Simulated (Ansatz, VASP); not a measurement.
**ZnSnN2 in VASP and in Ansatz**

The input POSCAR:

```
ZnSnN2
1.0
    3.3820201404      0.0000000000      0.0000000000
    0.0000000000      3.3820201404      0.0000000000
    0.0000000000      0.0000000000      4.6996405255
Zn N Sn
1 2 1
Direct
    0.0000000000      0.0000000000      0.0000000000
    0.0000000000      0.5000000000      0.2448435878
    0.5000000000      0.0000000000      0.7551564122
    0.5000000000      0.5000000000      0.5000000000
```

File INCAR.step1:

```
SYSTEM = ZnSnN2
ALGO     = Normal         ! electronic algorithm
EDIFF    = 1E-4           ! SCF threshold, eV
ENCUT    = 520            ! plane-wave cutoff, eV
GGA      = PE             ! functional
ISMEAR   = -1             ! smearing method
LASPH    = .TRUE.         ! aspherical terms in the spheres
LCHARG   = .FALSE.        ! write CHGCAR
LREAL    = .FALSE.        ! projectors in reciprocal space
LWAVE    = .TRUE.         ! write WAVECAR
NBANDS   = 26             ! bands
NELM     = 60             ! most SCF steps
PREC     = Accurate       ! precision mode
SIGMA    = 0.02           ! smearing width, eV
```

The input INCAR.step2:

```
SYSTEM = ZnSnN2
ALGO     = Normal         ! electronic algorithm
EDIFF    = 1E-7           ! SCF threshold, eV
ENCUT    = 520            ! plane-wave cutoff, eV
ISIF     = 2              ! what is computed and relaxed
ISMEAR   = -1             ! smearing method
ISTART   = 1            
LASPH    = .TRUE.         ! aspherical terms in the spheres
LCHARG   = .FALSE.        ! write CHGCAR
LMIXTAU  = .TRUE.       
LREAL    = .FALSE.        ! projectors in reciprocal space
LWAVE    = .FALSE.        ! write WAVECAR
METAGGA  = R2SCAN         ! meta-GGA
NBANDS   = 26             ! bands
NELM     = 60             ! most SCF steps
PREC     = Accurate       ! precision mode
SIGMA    = 0.02           ! smearing width, eV
```

Contents of KPOINTS:

```
k-points
0
G
  8 8 6
  0 0 0
```

Input for Ansatz:

```yaml
crystal:
  lattice:
    - [3.3820201404, 0.0, 0.0]
    - [0.0, 3.3820201404, 0.0]
    - [0.0, 0.0, 4.6996405255]
  atoms:
    - { symbol: Zn, position: [0.0, 0.0, 0.0] }
    - { symbol: "N", position: [0.0, 0.5, 0.2448435878] }
    - { symbol: Sn, position: [0.5, 0.5, 0.5] }
    - { symbol: "N", position: [0.5, 0.0, 0.7551564122] }
kpoints:
  mp_grid: { grid: [8, 8, 6] }
  band_path:
    path:
      - [0.0, 0.0, 0.0]
      - [0.0, 0.5, 0.0]
      - [0.5, 0.5, 0.0]
      - [0.0, 0.0, 0.5]
      - [0.0, 0.5, 0.5]
      - [0.5, 0.5, 0.5]
    npoints: 1
hamiltonian:
  xc: r2scan
scf:
  occupations: { method: fermi_dirac, width: 0.02 }
  n_extra_bands: 5
output:
  forces: true
  stress: true
  eigenvalues: true
```

Alike in both runs: task single point; functional r2SCAN; k mesh 8 × 8 × 6; occupations fermi-dirac, width 0.02 eV; no spin polarisation.

|  | VASP | Ansatz |
| --- | --- | --- |
| version | VASP 6.6.1 | Ansatz 0.2.0 |
| potentials or method | VASP PAW PBE potentials, release 64 (Zn, N, Sn_d) | plane waves, PAW |
| plane-wave cutoff (eV) | 520 | 500 |
| valence electrons in the cell | 36 | 36 |

|  | VASP | Ansatz | Ansatz less VASP |
| --- | --- | --- | --- |
| pressure (GPa) | 0.5 | 0.0 | -0.48 |
| rms of the force components (eV/Å) | 0.004 | 0.001 | -0.0034 |

VASP's potentials were made for PBE, not for r2SCAN. With one functional, cell and mesh, what is left measures potentials, basis and numerics.
